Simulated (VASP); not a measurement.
# Al4Ni3Pd in VASP: notebook, part 3 of 3

VASP 6.6.1. The steps go on from the part before.

## 7. Relaxation of cell and atoms, PBE

Contents of INCAR:

```
PREC = Accurate
ENCUT = 600
EDIFF = 1E-7
ISMEAR = 0
SIGMA = 0.1
LREAL = F
LASPH = T
NELM = 60
ALGO = Fast
ISIF = 3
LWAVE = F
LCHARG = F
GGA = PE
IBRION = 2
NSW = 100
EDIFFG = -0.01
```

Contents of KPOINTS:

```
Automatic mesh
0
Gamma
  10 10 10
```

Contents of POSCAR:

```
Al4Ni3Pd
1.0
   -2.9468547000      2.9468547000      2.9468547000
    2.9468547000     -2.9468547000      2.9468547000
    2.9468547000      2.9468547000     -2.9468547000
Al Ni Pd
4 3 1
Direct
    0.5000000000      0.0000000000      0.0000000000
    0.0000000000      0.0000000000      0.5000000000
    0.5000000000      0.5000000000      0.5000000000
    0.0000000000      0.5000000000      0.0000000000
    0.0000000000      0.5000000000      0.5000000000
    0.5000000000      0.5000000000      0.0000000000
    0.5000000000      0.0000000000      0.5000000000
    0.0000000000      0.0000000000      0.0000000000
```

Potentials or basis: VASP PAW PBE potentials, release 64 (Al, Ni, Pd).

Launch:

```bash
cat potpaw_PBE.64/Al/POTCAR potpaw_PBE.64/Ni/POTCAR potpaw_PBE.64/Pd/POTCAR > POTCAR
mpirun -np 1 vasp_std > vasp.out
```

OUTCAR:

```text
PREC = Accurate
   ENCUT = 600
   EDIFF = 1E-7
   ISMEAR = 0
   LREAL = F
   LASPH = T
   NELM = 60
   ISIF = 3
   GGA = PE
   IBRION = 2
   NSW = 100
   EDIFFG = -0.01

 ion  position               nearest neighbor table
   1  0.500  0.000  0.000-   5 2.55   6 2.55   7 2.55   8 2.55   7 2.55   6 2.55   8 2.55   5 2.55
                             4 2.95   3 2.95   2 2.95   2 2.95   4 2.95   3 2.95
   2  0.000  0.000  0.500-   5 2.55   6 2.55   7 2.55   8 2.55   8 2.55   5 2.55   7 2.55   6 2.55
                             4 2.95   4 2.95   1 2.95   1 2.95   3 2.95   3 2.95
   3  0.500  0.500  0.500-   5 2.55   6 2.55   7 2.55   8 2.55   6 2.55   7 2.55   5 2.55   8 2.55
                             4 2.95   1 2.95   1 2.95   4 2.95   2 2.95   2 2.95
   4  0.000  0.500  0.000-   5 2.55   6 2.55   7 2.55   8 2.55   5 2.55   8 2.55   6 2.55   7 2.55
                             3 2.95   2 2.95   1 2.95   3 2.95   1 2.95   2 2.95
   5  0.000  0.500  0.500-   1 2.55   2 2.55   3 2.55   4 2.55   4 2.55   2 2.55   3 2.55   1 2.55
                             7 2.95   8 2.95   8 2.95   6 2.95   7 2.95   6 2.95
   6  0.500  0.500  0.000-   1 2.55   2 2.55   3 2.55   4 2.55   3 2.55   1 2.55   4 2.55   2 2.55
                             7 2.95   7 2.95   8 2.95   5 2.95   8 2.95   5 2.95
   7  0.500  0.000  0.500-   1 2.55   2 2.55   3 2.55   4 2.55   1 2.55   3 2.55   2 2.55   4 2.55
                             6 2.95   6 2.95   8 2.95   8 2.95   5 2.95   5 2.95
   8  0.000  0.000  0.000-   1 2.55   2 2.55   3 2.55   4 2.55   2 2.55   4 2.55   1 2.55   3 2.55
                             6 2.95   5 2.95   7 2.95   7 2.95   6 2.95   5 2.95

  LATTYP: Found a body centered cubic cell.
 ALAT       =     5.8937094000

  Lattice vectors:

 A1 = (  -2.9468547000,   2.9468547000,   2.9468547000)
 A2 = (   2.9468547000,  -2.9468547000,   2.9468547000)
 A3 = (   2.9468547000,   2.9468547000,  -2.9468547000)

Analysis of symmetry for initial positions (statically):
=====================================================================
 Subroutine PRICEL returns:
 Original cell was already a primitive cell.

 Routine SETGRP: Setting up the symmetry group for a
 body centered cubic supercell.

 Subroutine GETGRP returns: Found 48 space group operations
 (whereof 48 operations were pure point group operations)
[... 163 lines left out ...]
  energy-cutoff  :      600.00
  volume of cell :      102.36
 maximum number of plane-waves:      3463
 NGX is ok and might be reduce to    42
   NGX = 21   NGY = 21   NGZ = 21

 number of electron      51.9999975 magnetization

 Free energy of the ion-electron system (eV)
  ---------------------------------------------------
  ext. energy  EPLUGINS =         0.00000000
  ---------------------------------------------------
  free energy    TOTEN  =       -42.06101960 eV

  energy without entropy =      -42.04381440  energy(sigma->0) =      -42.05241700

 E-fermi :   9.9162     XC(G=0): -11.9512

 val. band max:        9.9074688795   @ k =   0.2000   0.1000   0.1000
 cond. band min:       9.9209594968   @ k =   0.3000   0.1000   0.0000
 fundamental gap:      0.0134906173
 Fermi energy:         9.9162323672

 k-point     1 :       0.0000    0.0000    0.0000
  band No.  band energies     occupation
      1      -0.9203      2.00000
      2       3.8267      2.00000
      3       3.8267      2.00000
      4       3.8267      2.00000
      5       5.1367      2.00000
      6       5.1367      2.00000
[... 805 lines left out ...]
     30      12.6710      0.00000
     31      12.9106      0.00000

 [... further k-points ...]

------------------------ aborting loop because EDIFF is reached ----------------------------------------

  FORCE on cell =-STRESS in cart. coord.  units (eV):
  Direction    XX          YY          ZZ          XY          YZ          ZX
  --------------------------------------------------------------------------------------
  -------------------------------------------------------------------------------------
  Total        0.0031335      0.0031335      0.0031335      0.0000000     -0.0000000      0.0000000
  in kB        0.0490467      0.0490467      0.0490467      0.0000000     -0.0000000      0.0000000
  external PRESSURE =       0.0490467 kB  Pullay stress =       0.0000000 kB

 VOLUME and BASIS-vectors are now :
 -----------------------------------------------------------------------------
  energy-cutoff  :      600.00
  volume of cell :      102.36
      direct lattice vectors                 reciprocal lattice vectors
    -2.946854700  2.946854700  2.946854700     0.000000000  0.169672431  0.169672431
     2.946854700 -2.946854700  2.946854700     0.169672431  0.000000000  0.169672431
     2.946854700  2.946854700 -2.946854700     0.169672431  0.169672431  0.000000000

 POSITION                                       TOTAL-FORCE (eV/Angst)
 -----------------------------------------------------------------------------------
     -1.47343      1.47343      1.47343        -0.000000     -0.000000      0.000000
      1.47343      1.47343     -1.47343        -0.000000      0.000000      0.000000
      1.47343      1.47343      1.47343        -0.000000      0.000000     -0.000000
      1.47343     -1.47343      1.47343        -0.000000      0.000000      0.000000
      2.94685      0.00000      0.00000         0.000000     -0.000000      0.000000
      0.00000      0.00000      2.94685         0.000000      0.000000     -0.000000
      0.00000      2.94685      0.00000         0.000000     -0.000000     -0.000000
      0.00000      0.00000      0.00000        -0.000000      0.000000     -0.000000
 -----------------------------------------------------------------------------------
    total drift:                               -0.000000     -0.000000      0.000000

  FREE ENERGIE OF THE ION-ELECTRON SYSTEM (eV)
  ---------------------------------------------------
  free  energy   TOTEN  =       -42.0610196016 eV

  energy  without entropy=      -42.0438144047  energy(sigma->0) =      -42.05241700

 reached required accuracy - stopping structural energy minimisation
```

CONTCAR:

```text
Al4Ni3Pd
   1.00000000000000
    -2.9468546999999998    2.9468546999999998    2.9468546999999998
     2.9468546999999998   -2.9468546999999998    2.9468546999999998
     2.9468546999999998    2.9468546999999998   -2.9468546999999998
  Al              Ni              Pd
     4     3     1
Direct
     0.5000000000000000    0.0000000000000000    0.0000000000000000
     0.0000000000000000    0.0000000000000000    0.5000000000000000
     0.5000000000000000    0.5000000000000000    0.5000000000000000
     0.0000000000000000    0.5000000000000000    0.0000000000000000
     0.0000000000000000    0.5000000000000000    0.5000000000000000
     0.5000000000000000    0.5000000000000000    0.0000000000000000
     0.5000000000000000    0.0000000000000000    0.5000000000000000
     0.0000000000000000    0.0000000000000000    0.0000000000000000

  0.00000000E+00  0.00000000E+00  0.00000000E+00
  0.00000000E+00  0.00000000E+00  0.00000000E+00
  0.00000000E+00  0.00000000E+00  0.00000000E+00
  0.00000000E+00  0.00000000E+00  0.00000000E+00
  0.00000000E+00  0.00000000E+00  0.00000000E+00
  0.00000000E+00  0.00000000E+00  0.00000000E+00
  0.00000000E+00  0.00000000E+00  0.00000000E+00
  0.00000000E+00  0.00000000E+00  0.00000000E+00
```

It took 7.5 min on 1 thread of Intel Xeon Platinum 8259CL at 2.50GHz (Skylake/Cascade Lake), shared host; peak memory 0.38 GiB.

Results:

- Free energy: -42.0610 eV
- Pressure after relaxing: 0.0 GPa
- Band gap on the k mesh: zero (bands 26 and 27 overlap by 2.62 eV)

Final structure:
```xyz
8
Lattice="-2.9469 2.9469 2.9469 2.9469 -2.9469 2.9469 2.9469 2.9469 -2.9469" Properties=species:S:1:pos:R:3 pbc="T T T"
Al   -1.4734    1.4734    1.4734
Al    1.4734    1.4734   -1.4734
Al    1.4734    1.4734    1.4734
Al    1.4734   -1.4734    1.4734
Ni    2.9469    0.0000    0.0000
Ni    0.0000    0.0000    2.9469
Ni    0.0000    2.9469    0.0000
Pd    0.0000    0.0000    0.0000
```

Caveat: the relaxation stopped at its first step, so nothing moved. Spin polarisation is off, so any magnetic state and its effect on volume and gap are missing.

## 8. The runs side by side

```csv
task,cell,k mesh,cutoff (eV),smearing,gap on the mesh (eV),pressure (GPa)
single point,"a = 5.104 Å, angles 109.5°, 8 atoms, atomic positions A",4 × 4 × 4,520,gaussian 0.1 eV,none,0.3
single point,"a = 5.104 Å, angles 109.5°, 8 atoms, atomic positions A",6 × 6 × 6,520,gaussian 0.2 eV,none,-0.1
single point,"a = 5.104 Å, angles 109.5°, 8 atoms, atomic positions A",10 × 10 × 10,520,gaussian 0.1 eV,none,0.0
single point,"a = 5.103 Å, angles 109.5, 109.6, 109.3°, 8 atoms, atomic positions B",6 × 6 × 6,520,gaussian 0.2 eV,none,0.0
relaxation of cell and atoms,"relaxed from a = 5.104 Å, angles 109.5°, 8 atoms, atomic positions A",10 × 10 × 10,600,gaussian 0.1 eV,none,0.0
```

Alike in all rows: level PBE; potentials or basis VASP PAW PBE potentials, release 64 (Al, Ni, Pd); no spin polarisation.

Caveats: some runs use coarse meshes; the relaxation stopped at its first step, so nothing moved (at least some runs).

Absolute energies hang on the potentials; compare differences alone.

The gap in the log of VASP goes by the Fermi energy; the results here count the filled bands.